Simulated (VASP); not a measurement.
Set up this calculation in VASP 6.6.1, as the native input.

* Task: single point
* Functional: PBEsol
* Potentials or basis: VASP PAW PBE potentials, release 64 (Cu, Au)
* Cutoff: 520 eV
* k mesh: 18 × 18 × 14
* Occupations: gaussian, width 0.15 eV
* Spin: no spin polarisation
* Dipole correction: no
* Further INCAR settings: ALGO = Fast; EDIFF = 1e-06; NBANDS = 18

The structure of CuAu lies in POSCAR:

```
CuAu
1.0
    2.8840000000      0.0000000000      0.0000000000
    0.0000000000      2.8840000000      0.0000000000
    0.0000000000      0.0000000000      3.5599000000
Cu Au
1 1
Direct
    0.5000000000      0.5000000000      0.5000000000
    0.0000000000      0.0000000000      0.0000000000
```

This cell differs from its parent crystal: strain +0.030 along x and y, -0.030 along z.

One way to write it, as run:

INCAR

```
PREC = Accurate
ENCUT = 520
EDIFF = 1E-6
ISMEAR = 0
SIGMA = 0.15
LREAL = False
LASPH = True
NELM = 80
ALGO = Fast
ISIF = 2
LWAVE = False
LCHARG = False
GGA = PS
NBANDS = 18
```

KPOINTS

```
Automatic mesh
0
Gamma
  18 18 14
```

Potentials or basis: VASP PAW PBE potentials, release 64 (Cu, Au).

Launch:

```sh
$ cat potpaw_PBE.64/Cu/POTCAR potpaw_PBE.64/Au/POTCAR > POTCAR
$ mpirun -np 1 vasp_std > vasp.out
```

It gave:

```json
{"Pressure": "-6.3 GPa", "Band gap on the k mesh": "zero (band 11 reaches 13.28 eV, above the bottom of band 12 at 6.26 eV)"}
```

Caveat: the cell differs from its parent crystal (strain +0.030 along x and y, -0.030 along z); the PAW data sets were made with another functional, which shifts forces and pressure a little; spin-orbit coupling is left out, which moves the levels of the heavy elements.

Run time: 93 s on 1 thread of Intel(R) Xeon(R) 6975P-C (Granite Rapids), with other jobs on the host, peak memory 0.35 GiB.
